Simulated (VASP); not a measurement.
BiW: relaxation of cell and atoms with PBE

Crystal: BiW.

```
Bi W
1.0
     3.34966    0.00000    0.00000
    -1.67483    2.90089    0.00000
     0.00000    0.00000    5.02268
Bi W
1 1
Cartesian
  1.6748 0.9670 0.0000
  0.0000 0.0000 2.5113
```

```yaml
Program: VASP 6.6.1
Task: relaxation of cell and atoms
Functional: PBE
Potentials_or_basis: VASP PAW PBE potentials, release 64 (Bi_d, W_sv)
Cutoff: 600 eV
k_mesh: 6 × 6 × 4
Occupations: gaussian, width 0.1 eV
Spin: no spin polarisation
Dipole_correction: no
Further_INCAR_settings: ALGO = Normal; EDIFF = 1e-06; IBRION = 2; EDIFFG = -0.04; NSW = 90; ISIF = 3
```

```json
{"Relaxed volume": "21.11 Å³/atom", "Relaxed cell": "a = 3.375 Å, b = 3.375 Å, c = 4.281 Å, α = 90.00°, β = 90.00°, γ = 120.00°", "Space group after relaxing (to 0.05 Å)": "P-6m2 (No. 187)", "Energy gained by relaxing": "298.1 meV/atom", "Ionic steps": "9", "Pressure after relaxing": "0.0 GPa"}
```

Stress tensor (GPa, compression positive):
```
-0.07  0.00  0.00
 0.00 -0.07  0.00
 0.00  0.00  0.05
```

The path:
```tsv
step	energy change (eV)	largest force (eV/Å)	pressure (GPa)	volume (Å³)
1	0.0000	0.0000	-13.28	48.81
2	0.0172	0.0000	31.70	35.80
3	-0.4197	0.0000	1.75	41.46
4	-0.5666	0.0000	4.53	40.78
5	-0.5678	0.0000	5.83	40.58
6	-0.5439	0.0000	-5.93	44.55
7	-0.5947	0.0000	0.31	42.19
8	-0.5948	0.0000	0.39	42.16
9	-0.5961	0.0000	-0.03	42.23
```

Final structure:
```xyz
2
Lattice="3.3750 0.0000 0.0000 -1.6875 2.9228 0.0000 0.0000 0.0000 4.2807" Properties=species:S:1:pos:R:3 pbc="T T T"
Bi    1.6875    0.9743    0.0000
W     3.3750    0.0000    2.1404
```

Levels at points of the mesh, in eV from the Fermi level:
```tsv
k point	band 12	band 13	band 14	band 15	band 16	band 17	band 18
(0.00, 0.00, 0.00)	-2.99	-1.38	-1.38	0.32	0.32	2.64	5.58
(0.50, 0.00, 0.00)	-3.97	-2.65	-0.03	0.76	1.98	2.42	3.43
(0.00, 0.00, 0.50)	-1.46	-0.79	-0.79	-0.32	-0.32	5.34	5.34
(0.50, 0.00, 0.50)	-4.84	-2.17	-1.79	-0.48	1.59	1.94	3.36
```

Wall time 56 s on 1 thread of Intel(R) Xeon(R) 6975P-C (Granite Rapids), on a shared host, peak memory 0.2 GiB.

Caveat: the k points lie up to 0.37 Å⁻¹ apart in the final cell; spin-orbit coupling is left out, which moves the levels of the heavy elements.
